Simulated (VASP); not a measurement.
NaSnS3, 10 atoms in the cell. The structure is trigonal, space group R-3c (No. 167). The conventional cell has a = 6.283 Å, b = 6.283 Å, c = 15.355 Å, α = 90.00°, β = 90.00°, γ = 120.00°. Na (site symmetry 32) has 12 S at 2.98 to 3.30 Å and 8 Sn at 3.84 to 3.85 Å within 3.9 Å. Within 2.9 Å of Sn (site symmetry -3) lie 6 S at 2.23 Å. S (site symmetry 2) has 2 Sn at 2.23 Å and 1 Na at 2.98 Å within 3.0 Å. 

* Program: VASP 6.6.1
* Task: relaxation of cell and atoms
* Functional: PBE
* Potentials or basis: VASP PAW PBE potentials, release 64 (Na_pv, Sn_d, S)
* Cutoff: 600 eV
* k mesh: 3 × 3 × 3
* Occupations: gaussian, width 0.1 eV
* Spin: no spin polarisation
* Dipole correction: no
* Further INCAR settings: ALGO = Normal; EDIFF = 1e-06; IBRION = 2; EDIFFG = -0.04; NSW = 90; ISIF = 3

Potentials or basis: VASP PAW PBE potentials, release 64 (Na_pv, Sn_d, S).

Run with:

```console
$ cat potpaw_PBE.64/Na_pv/POTCAR potpaw_PBE.64/Sn_d/POTCAR potpaw_PBE.64/S/POTCAR > POTCAR
$ mpirun -np 1 vasp_std > vasp.out
```

Hardware: 1 thread of Intel(R) Xeon(R) 6975P-C (Granite Rapids), with other jobs on the host.

Q: Estimate the wall time of this run.

A: Run time: 10 min on 1 thread of Intel(R) Xeon(R) 6975P-C (Granite Rapids), with other jobs on the host, peak memory 0.39 GiB. Counts: scf iterations 169, k points 6, ion steps 19.
